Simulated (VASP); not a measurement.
Runs of VASP 6.6.1 on Al2GaAs3. The structure is that of space group I-4m2 (No. 119), or close to it. The cells are those of the table. 

| task | cell | k mesh | cutoff (eV) | smearing | gap on the mesh (eV) | pressure (GPa) | largest force (eV/Å) |
| --- | --- | --- | --- | --- | --- | --- | --- |
| single point | a = 9.046 Å, angles 154.1, 154.1, 37.0°, 6 atoms | 6 × 6 × 6 | 520 | gaussian 0.1 eV | 1.12 | 0.2 | - |
| single point | a = 9.064 Å, angles 154.1, 154.1, 36.9°, 6 atoms | 10 × 10 × 10 | 520 | gaussian 0.02 eV | (a) | 0.2 | - |
| relaxation of cell and atoms | relaxed from a = 8.617 Å, angles 154.2, 154.2, 36.9°, 6 atoms | 6 × 6 × 6 | 600 | gaussian 0.1 eV | 1.10 | 0.0 | 0.03 |
| single point | a = 8.617 Å, angles 154.2, 154.2, 36.9°, 6 atoms | 6 × 6 × 6 | 520 | gaussian 0.1 eV | (b) | 14.2 | 0.10 |

Alike in all rows: level PBE; potentials or basis VASP PAW PBE potentials, release 64 (Al, Ga_d, As); no spin polarisation.

**Question.** Fill in the values left out.

**Answer.** (a) 1.11; (b) 1.19.

Caveats: the cell stands under pressure (at least some runs).

A k mesh can miss the band edges, and the runs leave out spin-orbit coupling on As, Ga.
